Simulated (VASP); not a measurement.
# Ru (P6_3/mmc) in VASP: a series of runs, part 2 of 2

VASP 6.6.1.

### 5 Single point, PBE (12.66 Å³/atom)

This run uses another cell than the first one, of 12.66 Å³/atom.

The input, INCAR:

```
ALGO = Fast
EDIFF = 1E-7
ENCUT = 520
GGA = PE
ISIF = 2
ISMEAR = 0
LASPH = T
LCHARG = F
LREAL = F
LWAVE = F
NBANDS = 21
NELM = 80
PREC = Accurate
SIGMA = 0.15
```

The input, KPOINTS:

```
k-points
0
Gamma
  21 21 12
```

The input, POSCAR:

```
Ru
1.0
    2.6992910015      0.0000000000      0.0000000000
   -1.3496455008      2.3376545795      0.0000000000
    0.0000000000      0.0000000000      4.0133058610
Ru
2
Direct
    0.3333333333      0.6666666667      0.2500000000
    0.6666666667      0.3333333333      0.7500000000
```

Potentials or basis: VASP PAW PBE potentials, release 64 (Ru_pv).

The run is started by

```sh
$ cat potpaw_PBE.64/Ru_pv/POTCAR > POTCAR
$ mpirun -np 1 vasp_std > vasp.out
```

OUTCAR:

```text
EDIFF = 1E-7
   ENCUT = 520
   GGA = PE
   ISIF = 2
   ISMEAR = 0
   LASPH = T
   LREAL = F
   NELM = 80
   PREC = Accurate

 ion  position               nearest neighbor table
   1  0.333  0.667  0.250-   2 2.54   2 2.54   2 2.54   2 2.54   2 2.54   2 2.54
   2  0.667  0.333  0.750-   1 2.54   1 2.54   1 2.54   1 2.54   1 2.54   1 2.54

  LATTYP: Found a hexagonal cell.
 ALAT       =     2.6992910015
 C/A-ratio  =     1.4868000000

  Lattice vectors:

 A1 = (   2.6992910015,   0.0000000000,   0.0000000000)
 A2 = (  -1.3496455008,   2.3376545795,   0.0000000000)
 A3 = (   0.0000000000,   0.0000000000,   4.0133058610)

Analysis of symmetry for initial positions (statically):
=====================================================================
 Subroutine PRICEL returns:
 Original cell was already a primitive cell.

 Routine SETGRP: Setting up the symmetry group for a
 hexagonal supercell.

 Subroutine GETGRP returns: Found 24 space group operations
 (whereof 12 operations were pure point group operations)
 out of a pool of 24 trial point group operations.

The static configuration has the point symmetry D_3d.
 The point group associated with its full space group is D_6h.

Analysis of symmetry for dynamics (positions and initial velocities):
=====================================================================
 Subroutine PRICEL returns:
 Original cell was already a primitive cell.

 Routine SETGRP: Setting up the symmetry group for a
 hexagonal supercell.

 Subroutine GETGRP returns: Found 24 space group operations
 (whereof 12 operations were pure point group operations)
 out of a pool of 24 trial point group operations.

[... 107 lines left out ...]
   ISIF   =      2    stress and relaxation
   ISYM   =      2    0-nonsym 1-usesym 2-fastsym
   POTIM  = 0.5000    time-step for ionic-motion
   TEBEG  =    0.0;   TEEND  =   0.0 temperature during run
   PSTRESS=    0.0 pullay stress
   NELECT =      28.0000    total number of electrons
   NUPDOWN=      -1.0000    fix difference up-down
   EMIN   =  10.00;   EMAX   =-10.00  energy-range for DOS
   EFERMI =   0.00;   METHOD = LEGACY
   ISMEAR =     0;   SIGMA  =   0.15  broadening in eV -4-tet -1-fermi 0-gaus
   EFERMI_NEDOS =   21; number of points for ismear=-14 and -15
   IALGO  =     68    algorithm
   IMIX   =      4    mixing-type and parameters
     AMIX     =   0.40;   BMIX     =  1.00
     AMIX_MAG =   1.60;   BMIX_MAG =  1.00
  volume/ion in A,a.u.               =      12.66        85.45
  Fermi-wavevector in a.u.,A,eV,Ry     =   1.692843  3.199010 38.990463  2.865718
  Thomas-Fermi vector in A             =   2.774356
   LORBIT       =      0    0 simple, 1 ext, 2 COOP (PROOUT), +10 PAW based schemes
   GGA     = PE    functional components
   LHFCALC =     F    Hartree Fock is set to
   AEXX    =    0.0000 exact exchange contribution
   IVDW    =     0    specifies the selected vdW correction
   LEPSILON=     F    determine dielectric tensor
   LRPA    =     F    only Hartree local field effects (RPA)
 non-spin polarized calculation
 RMM-DIIS sequential band-by-band and
 Gauss-broadening in eV      SIGMA  =   0.15
  energy-cutoff  :      520.00
  volume of cell :       25.32
 maximum number of plane-waves:       703
 NGX is ok and might be reduce to    20
   NGX =  9   NGY =  9   NGZ = 15

 number of electron      28.0000006 magnetization

 Free energy of the ion-electron system (eV)
  ---------------------------------------------------
  ext. energy  EPLUGINS =         0.00000000
  ---------------------------------------------------
  free energy    TOTEN  =       -18.15393458 eV

  energy without entropy =      -18.13725924  energy(sigma->0) =      -18.14559691

 E-fermi :  14.1913     XC(G=0): -14.5502

 val. band max:       14.1866540222   @ k =   0.2857   0.0000   0.3333
 cond. band min:      14.1947911203   @ k =   0.4762   0.0476   0.3333
 fundamental gap:      0.0081370981
 Fermi energy:        14.1913192904

 k-point     1 :       0.0000    0.0000    0.0000
  band No.  band energies     occupation
      1     -29.8875      2.00000
      2     -28.7115      2.00000
      3     -28.7115      2.00000
      4     -28.4244      2.00000
      5     -28.4244      2.00000
      6     -28.2781      2.00000
[... 565 lines left out ...]
     20      24.5119      0.00000
     21      25.8439      0.00000

 [... further k-points ...]
[... 5 lines left out ...]
  --------------------------------------------------------------------------------------
  -------------------------------------------------------------------------------------
  Total        3.6116817      3.6116817      9.2188634     -0.0000000      0.0000000      0.0000000
  in kB      228.5008123    228.5008123    583.2512224     -0.0000000      0.0000000      0.0000000
  external PRESSURE =     346.7509490 kB  Pullay stress =       0.0000000 kB

 VOLUME and BASIS-vectors are now :
 -----------------------------------------------------------------------------
  energy-cutoff  :      520.00
  volume of cell :       25.32
      direct lattice vectors                 reciprocal lattice vectors
     2.699291001  0.000000000  0.000000000     0.370467652  0.213889599  0.000000000
    -1.349645501  2.337654580  0.000000000     0.000000000  0.427779197  0.000000000
     0.000000000  0.000000000  4.013305861     0.000000000  0.000000000  0.249171141

 POSITION                                       TOTAL-FORCE (eV/Angst)
 -----------------------------------------------------------------------------------
     -0.00000      1.55844      1.00333         0.000000     -0.000000      0.000000
      1.34965      0.77922      3.00998        -0.000000      0.000000      0.000000
 -----------------------------------------------------------------------------------
    total drift:                                0.000000     -0.000000      0.000000

  FREE ENERGIE OF THE ION-ELECTRON SYSTEM (eV)
  ---------------------------------------------------
  free  energy   TOTEN  =       -18.1539345810 eV

  energy  without entropy=      -18.1372592391  energy(sigma->0) =      -18.14559691
```

OSZICAR:

```text
N       E                     dE             d eps       ncg     rms          rms(c)
DAV:   1     0.289620879890E+03    0.28962E+03   -0.17547E+04 14136   0.150E+03
DAV:   2    -0.135292984750E+02   -0.30315E+03   -0.29355E+03 14462   0.449E+02
DAV:   3    -0.193436444638E+02   -0.58143E+01   -0.57857E+01 16612   0.701E+01
DAV:   4    -0.193861316151E+02   -0.42487E-01   -0.42416E-01 17562   0.575E+00
DAV:   5    -0.193866436033E+02   -0.51199E-03   -0.50799E-03 15914   0.578E-01    0.213E+01
RMM:   6    -0.182595730588E+02    0.11271E+01   -0.22977E+00 14482   0.129E+01    0.681E+00
RMM:   7    -0.181613617382E+02    0.98211E-01   -0.39964E-01 15477   0.492E+00    0.132E+00
RMM:   8    -0.181537857407E+02    0.75760E-02   -0.27096E-02 15990   0.155E+00    0.371E-01
RMM:   9    -0.181539233806E+02   -0.13764E-03   -0.25527E-03 16120   0.448E-01    0.762E-02
RMM:  10    -0.181539408136E+02   -0.17433E-04   -0.30422E-04 16480   0.147E-01    0.294E-02
RMM:  11    -0.181539357996E+02    0.50140E-05   -0.69910E-05 16987   0.666E-02    0.553E-03
RMM:  12    -0.181539345098E+02    0.12898E-05   -0.13573E-05 17353   0.281E-02    0.228E-03
RMM:  13    -0.181539346030E+02   -0.93203E-07   -0.13484E-06 15997   0.805E-03    0.136E-03
RMM:  14    -0.181539344895E+02    0.11358E-06   -0.20268E-07 12216   0.339E-03    0.570E-04
RMM:  15    -0.181539345810E+02   -0.91507E-07   -0.33114E-08 10845   0.131E-03
   1 F= -.18153935E+02 E0= -.18145597E+02  d E =-.166753E-01
```

stdout:

```text
POSCAR found type information on POSCAR Ru
 POSCAR found :  1 types and       2 ions
 scaLAPACK will be used
 LDA part: xc-table for (Slater+PW92), standard interpolation
 POSCAR, INCAR and KPOINTS ok, starting setup
 FFT: planning ... GRIDC
 FFT: planning ... GRID_SOFT
 FFT: planning ... GRID
 WAVECAR not read
 entering main loop
WARNING in EDDRMM: call to ZHEGV failed, returncode =   8  4     20
WARNING in EDDRMM: call to ZHEGV failed, returncode =   8  4     19
WARNING in EDDRMM: call to ZHEGV failed, returncode =   8  4     19
WARNING in EDDRMM: call to ZHEGV failed, returncode =   8  4     19
```

Run time: 70 s. Hardware: 1 thread of Intel Xeon 6975P-C (Granite Rapids), shared host; peak memory 0.24 GiB.

Results:

| Property | Result |
| --- | --- |
| Free energy | -18.1539 eV |
| Pressure | 34.7 GPa |
| Band gap on the k mesh | zero (bands 14 and 15 overlap by 3.51 eV) |

Stress tensor (GPa, compression positive):
```
22.85  0.00  0.00
 0.00 22.85  0.00
 0.00  0.00 58.33
```

Caveat: the cell stands under pressure.

### 6 Summary

```tsv
cell	further INCAR settings	gap on the mesh (eV)	pressure (GPa)
a = 2.606, b = 2.606, c = 4.117 Å, angles 90.0, 90.0, 120.0°, 2 atoms	ALGO = Fast; EDIFF = 1e-06; NBANDS = 21	none	54.7
a = 2.811, b = 2.811, c = 3.701 Å, angles 90.0, 90.0, 120.0°, 2 atoms	ALGO = Fast; EDIFF = 1e-06; NBANDS = 21	none	47.5
a = 2.592, b = 2.592, c = 4.351 Å, angles 90.0, 90.0, 120.0°, 2 atoms	ALGO = Fast; EDIFF = 1e-06; NBANDS = 21	none	32.7
a = 2.699, b = 2.699, c = 4.013 Å, angles 90.0, 90.0, 120.0°, 2 atoms	ALGO = Fast; EDIFF = 1e-07; NBANDS = 21	none	34.7
```

Alike in all rows: task single point; level PBE; potentials or basis VASP PAW PBE potentials, release 64 (Ru_pv); no spin polarisation; k mesh 21 × 21 × 12; cutoff (eV) 520; smearing gaussian 0.15 eV.

Caveats: the cell stands under pressure.

Total energies depend on the potentials used, so only differences within one code and one set of settings carry meaning.
